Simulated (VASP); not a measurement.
# W (Pmmn) in VASP: single point with r2SCAN

Aim: the single point of W with r2SCAN.

Everything below comes from runs of VASP 6.6.1. Logs are shortened: lines on timing, memory, paths and dates and some standing lists are left out, and cuts for length are marked.

**1. The cell of the first run**

It takes space group Pmmn (No. 59, orthorhombic). The conventional cell has a = 2.871 Å, b = 4.060 Å, c = 2.871 Å, α = 90.00°, β = 90.00°, γ = 90.00°. Within 3.8 Å of W (site symmetry mm2) lie 12 W at 2.85 to 2.90 Å.

**2. Single point, r2SCAN (atoms displaced along a vibrational mode)**

POSCAR reads:

```
W
1.0
    0.0000000000     -2.0300000000     -2.0300000000
    0.0000000000      2.0300000000     -2.0300000000
    4.0600000000      0.0000000000      0.0000000000
W
2
Direct
    0.5087082116      0.5000000000      0.5000000000
   -0.0087082116      0.0000000000      0.0000000000
```

INCAR.step1 reads:

```
PREC = Accurate
ENCUT = 550
ISMEAR = 0
SIGMA = 0.15
LREAL = F
LASPH = T
NELM = 120
NBANDS = 21
GGA = PE
ALGO = Normal
EDIFF = 1E-5
LWAVE = T
LCHARG = F
GGA_COMPAT = F
```

INCAR.step2 reads:

```
PREC = Accurate
ENCUT = 550
EDIFF = 1E-6
ISMEAR = 0
SIGMA = 0.15
LREAL = F
LASPH = T
NELM = 120
ALGO = Normal
ISIF = 2
LWAVE = F
LCHARG = F
METAGGA = R2SCAN
LMIXTAU = T
NBANDS = 21
ISTART = 1
GGA_COMPAT = F
```

KPOINTS reads:

```
regular mesh
0
Gamma
  16 16 12
```

Potentials or basis: VASP PAW PBE potentials, release 64 (W_sv).

Command:

```console
cat potpaw_PBE.64/W_sv/POTCAR > POTCAR
cp INCAR.step1 INCAR
mpirun -np 1 vasp_std > vasp.out
cp INCAR.step2 INCAR
mpirun -np 1 vasp_std > vasp.out
```

OUTCAR:

```text
PREC = Accurate
   ENCUT = 550
   EDIFF = 1E-6
   ISMEAR = 0
   LREAL = F
   LASPH = T
   NELM = 120
   ISIF = 2
   METAGGA = R2SCAN
   ISTART = 1

 ion  position               nearest neighbor table
   1  0.509  0.500  0.500-   2 2.85   2 2.85   2 2.85   2 2.85   2 2.90   2 2.90   2 2.90   2 2.90

   2  0.991  0.000  0.000-   1 2.85   1 2.85   1 2.85   1 2.85   1 2.90   1 2.90   1 2.90   1 2.90

  LATTYP: Found a simple tetragonal cell.
 ALAT       =     2.8708535316
 C/A-ratio  =     1.4142135624

  Lattice vectors:

 A1 = (   0.0000000000,  -2.0300000000,  -2.0300000000)
 A2 = (   0.0000000000,   2.0300000000,  -2.0300000000)
 A3 = (   4.0600000000,   0.0000000000,   0.0000000000)

Analysis of symmetry for initial positions (statically):
=====================================================================
 Subroutine PRICEL returns:
 Original cell was already a primitive cell.

 Routine SETGRP: Setting up the symmetry group for a
 simple tetragonal supercell.

 Subroutine GETGRP returns: Found  8 space group operations
 (whereof  4 operations were pure point group operations)
 out of a pool of 16 trial point group operations.

The static configuration has the point symmetry C_2v.
 The point group associated with its full space group is D_2h.

Analysis of symmetry for dynamics (positions and initial velocities):
=====================================================================
 Subroutine PRICEL returns:
 Original cell was already a primitive cell.

 Routine SETGRP: Setting up the symmetry group for a
 simple tetragonal supercell.

 Subroutine GETGRP returns: Found  8 space group operations
 (whereof  4 operations were pure point group operations)
 out of a pool of 16 trial point group operations.

The dynamic configuration has the point symmetry C_2v.
 The point group associated with its full space group is D_2h.

 Subroutine INISYM returns: Found  8 space group operations
 (whereof  4 operations are pure point group operations),
 and found     1 'primitive' translations

----------------------------------------------------------------------------------------

                                     Primitive cell

  volume of cell :      33.4617

  direct lattice vectors                    reciprocal lattice vectors
     0.000000000 -2.030000000 -2.030000000     0.000000000 -0.246305419 -0.246305419
     0.000000000  2.030000000 -2.030000000     0.000000000  0.246305419 -0.246305419
     4.060000000  0.000000000  0.000000000     0.246305419  0.000000000  0.000000000

  length of vectors
     2.870853532  2.870853532  4.060000000     0.348328464  0.348328464  0.246305419

  position of ions in fractional coordinates (direct lattice)
     0.508708212  0.500000000  0.500000000
     0.991291788  0.000000000  0.000000000

  ion indices of the primitive-cell ions
   primitive index   ion index
                 1           1
                 2           2

----------------------------------------------------------------------------------------

 KPOINTS: regular mesh

Automatic generation of k-mesh.
 Grid dimensions read from file:
 generate k-points for:   16   16   12

 Generating k-lattice:

  Cartesian coordinates                     Fractional coordinates (reciprocal lattice)
     0.000000000 -0.015394089 -0.015394089     0.062500000  0.000000000  0.000000000
     0.000000000  0.015394089 -0.015394089     0.000000000  0.062500000  0.000000000
     0.020525452  0.000000000  0.000000000     0.000000000  0.000000000  0.083333333

  Length of vectors
     0.021770529  0.021770529  0.020525452

  Shift w.r.t. Gamma in fractional coordinates (k-lattice)
     0.000000000  0.000000000  0.000000000

 Subroutine IBZKPT returns following result:
 ===========================================

 Found    567 irreducible k-points:

 Following reciprocal coordinates:
            Coordinates               Weight
  0.000000  0.000000  0.000000      1.000000
  0.062500  0.000000  0.000000      2.000000
  0.000000  0.062500  0.000000      2.000000
  0.125000  0.000000  0.000000      2.000000
  0.000000  0.125000  0.000000      2.000000
  0.187500  0.000000  0.000000      2.000000
[... 16 lines left out ...]
  0.250000  0.062500  0.000000      4.000000
 -0.062500  0.250000  0.000000      4.000000
 [... further k-points ...]
   k-points           NKPTS =    567   k-points in BZ     NKDIM =    567   number of bands    NBANDS=     21
   number of dos      NEDOS =    301   number of ions     NIONS =      2
   total plane-waves  NPLWV =  18432
   dimension x,y,z NGX =    24 NGY =   24 NGZ =   32
   dimension x,y,z NGXF=    48 NGYF=   48 NGZF=   64
   ions per type =               2
   NGX,Y,Z   is equivalent  to a cutoff of  13.90, 13.90, 13.10 a.u.
   NGXF,Y,Z  is equivalent  to a cutoff of  27.80, 27.80, 26.21 a.u.
 SYSTEM =  unknown system
   PREC   = accura    normal or accurate (medium, high low for compatibility)
   ISTART =      1    job   : 0-new  1-cont  2-samecut
   ICHARG =      0    charge: 1-file 2-atom 10-const
   ISPIN  =      1    spin polarized calculation?
   LNONCOLLINEAR =      F non collinear calculations
   LSORBIT =      F    spin-orbit coupling
   LASPH  =      T    aspherical Exc in radial PAW
   ENCUT  =  550.0 eV  40.42 Ry    6.36 a.u.   5.49  5.49  7.76*2*pi/ulx,y,z
   NELM   =    120;   NELMIN=  2; NELMDL=  0     # of ELM steps
   EDIFF  = 0.1E-05   stopping-criterion for ELM
   LREAL  =      F    real-space projection
   EDIFFG = 0.1E-04   stopping-criterion for IOM
   NSW    =      0    number of steps for IOM
   IBRION =     -1    ionic relax: 0-MD 1-quasi-New 2-CG
   NFREE  =      0    steps in history (QN), initial steepest desc. (CG)
   ISIF   =      2    stress and relaxation
   ISYM   =      2    0-nonsym 1-usesym 2-fastsym
   POTIM  = 0.5000    time-step for ionic-motion
   TEBEG  =    0.0;   TEEND  =   0.0 temperature during run
   PSTRESS=    0.0 pullay stress
   NELECT =      28.0000    total number of electrons
   NUPDOWN=      -1.0000    fix difference up-down
   EMIN   =  10.00;   EMAX   =-10.00  energy-range for DOS
   EFERMI =   0.00;   METHOD = LEGACY
   ISMEAR =     0;   SIGMA  =   0.15  broadening in eV -4-tet -1-fermi 0-gaus
   EFERMI_NEDOS =   21; number of points for ismear=-14 and -15
   IALGO  =     38    algorithm
   IMIX   =      4    mixing-type and parameters
     AMIX     =   0.40;   BMIX     =  1.00
     AMIX_MAG =   1.60;   BMIX_MAG =  1.00
  volume/ion in A,a.u.               =      16.73       112.91
  Fermi-wavevector in a.u.,A,eV,Ry     =   1.542688  2.915258 32.380324  2.379887
  Thomas-Fermi vector in A             =   2.648457
   LORBIT       =      0    0 simple, 1 ext, 2 COOP (PROOUT), +10 PAW based schemes
   METAGGA = R2SCAN    functional components
   LHFCALC =     F    Hartree Fock is set to
   AEXX    =    0.0000 exact exchange contribution
   IVDW    =     0    specifies the selected vdW correction
   LEPSILON=     F    determine dielectric tensor
   LRPA    =     F    only Hartree local field effects (RPA)
 non-spin polarized calculation
 Gauss-broadening in eV      SIGMA  =   0.15
  energy-cutoff  :      550.00
  volume of cell :       33.46
 maximum number of plane-waves:      1008
 NGX is ok and might be reduce to    24
   NGX = 11   NGY = 11   NGZ = 15

 number of electron      27.9999999 magnetization

 Free energy of the ion-electron system (eV)
  ---------------------------------------------------
  ext. energy  EPLUGINS =         0.00000000
  ---------------------------------------------------
  free energy    TOTEN  =      -101.57855550 eV

  energy without entropy =     -101.54993250  energy(sigma->0) =     -101.56424400

 E-fermi :  10.0893     XC(G=0): -14.6065

 val. band max:       10.0893090934   @ k =   0.1875   0.1250   0.1667
 cond. band min:      10.0895126439   @ k =   0.2500   0.0625   0.3333
 fundamental gap:      0.0002035505
 Fermi energy:        10.0893369407

 k-point     1 :       0.0000    0.0000    0.0000
  band No.  band energies     occupation
      1     -65.5740      2.00000
      2     -65.4268      2.00000
      3     -29.6101      2.00000
      4     -28.9491      2.00000
      5     -28.9473      2.00000
      6     -28.5371      2.00000
[... 13 lines left out ...]
     20      15.8790      0.00000
     21      22.2160      0.00000

 k-point     2 :       0.0625    0.0000    0.0000
  band No.  band energies     occupation
      1     -65.5712      2.00000
      2     -65.4268      2.00000
      3     -29.5980      2.00000
      4     -28.9676      2.00000
      5     -28.9432      2.00000
      6     -28.5662      2.00000
[... 13 lines left out ...]
     20      16.4084      0.00000
     21      21.4789      0.00000

 k-point     3 :       0.0000    0.0625    0.0000
  band No.  band energies     occupation
      1     -65.5712      2.00000
      2     -65.4268      2.00000
      3     -29.5979      2.00000
      4     -28.9694      2.00000
      5     -28.9415      2.00000
      6     -28.5641      2.00000
[... 13 lines left out ...]
     20      16.4434      0.00000
     21      21.4550      0.00000

 k-point     4 :       0.1250    0.0000    0.0000
  band No.  band energies     occupation
      1     -65.5631      2.00000
      2     -65.4269      2.00000
      3     -29.5625      2.00000
      4     -29.0246      2.00000
      5     -28.9261      2.00000
      6     -28.6487      2.00000
[... 13 lines left out ...]
     20      17.6016      0.00000
     21      20.2407      0.00000

 k-point     5 :       0.0000    0.1250    0.0000
  band No.  band energies     occupation
      1     -65.5631      2.00000
      2     -65.4270      2.00000
      3     -29.5621      2.00000
      4     -29.0264      2.00000
      5     -28.9246      2.00000
      6     -28.6465      2.00000
[... 13 lines left out ...]
     20      17.6316      0.00000
     21      20.2194      0.00000
[... 382 lines left out ...]
     20      19.0611      0.00000
     21      19.3608      0.00000

 k-point    22 :      -0.0625    0.1875    0.0000
  band No.  band energies     occupation
      1     -65.5478      2.00000
      2     -65.4275      2.00000
      3     -29.4938      2.00000
      4     -29.1098      2.00000
      5     -28.9130      2.00000
      6     -28.7786      2.00000
[... 13 lines left out ...]
     20      19.0841      0.00000
     21      19.3428      0.00000

 k-point    23 :       0.2500    0.0625    0.0000
  band No.  band energies     occupation
      1     -65.5321      2.00000
      2     -65.4291      2.00000
      3     -29.4202      2.00000
      4     -29.2017      2.00000
      5     -28.9271      2.00000
      6     -28.8782      2.00000
[... 13 lines left out ...]
     20      18.3576      0.00000
     21      20.5065      0.00000

 k-point    24 :      -0.0625    0.2500    0.0000
  band No.  band energies     occupation
      1     -65.5318      2.00000
      2     -65.4294      2.00000
      3     -29.4184      2.00000
      4     -29.2032      2.00000
      5     -28.9300      2.00000
      6     -28.8720      2.00000
[... 13 lines left out ...]
     20      18.3369      0.00000
     21      20.5294      0.00000

 [... further k-points ...]

------------------------ aborting loop because EDIFF is reached ----------------------------------------

  FORCE on cell =-STRESS in cart. coord.  units (eV):
  Direction    XX          YY          ZZ          XY          YZ          ZX
  --------------------------------------------------------------------------------------
  -------------------------------------------------------------------------------------
  Total       -1.5846923     -1.6678305     -1.6678305      0.0000000     -0.0923063      0.0000000
  in kB      -75.8765245    -79.8572558    -79.8572558      0.0000000     -4.4197083      0.0000000
  external PRESSURE =     -78.5303454 kB  Pullay stress =       0.0000000 kB

 VOLUME and BASIS-vectors are now :
 -----------------------------------------------------------------------------
  energy-cutoff  :      550.00
  volume of cell :       33.46
      direct lattice vectors                 reciprocal lattice vectors
     0.000000000 -2.030000000 -2.030000000     0.000000000 -0.246305419 -0.246305419
     0.000000000  2.030000000 -2.030000000     0.000000000  0.246305419 -0.246305419
     4.060000000  0.000000000  0.000000000     0.246305419  0.000000000  0.000000000

 POSITION                                       TOTAL-FORCE (eV/Angst)
 -----------------------------------------------------------------------------------
      2.03000     -0.01768     -2.04768         0.000000      0.099532      0.099532
      0.00000     -2.01232     -2.01232         0.000000     -0.099532     -0.099532
 -----------------------------------------------------------------------------------
    total drift:                               -0.000000     -0.000000     -0.000000

  FREE ENERGIE OF THE ION-ELECTRON SYSTEM (eV)
  ---------------------------------------------------
  free  energy   TOTEN  =      -101.5785554986 eV

  energy  without entropy=     -101.5499325001  energy(sigma->0) =     -101.56424400
```

Wall time 8.9 min (1 thread of Intel Xeon Platinum 8488C (Sapphire Rapids), shared host); peak memory 0.42 GiB.

Results:

| Property | Result |
| --- | --- |
| Free energy | -101.5786 eV |
| Pressure | -7.9 GPa |
| Largest force | 0.141 eV/Å |
| Band gap on the k mesh | zero (bands 14 and 15 overlap by 3.30 eV) |

Forces in eV/Å, atoms in the order of the input:
```
W    0.000  0.100  0.100
W    0.000 -0.100 -0.100
```

Caveat: the cell differs from its parent crystal (atoms displaced along a vibrational mode); the cell stands under tension; the PAW data sets were made with another functional, which shifts forces and pressure a little; spin-orbit coupling is left out, which moves the levels of the heavy elements.
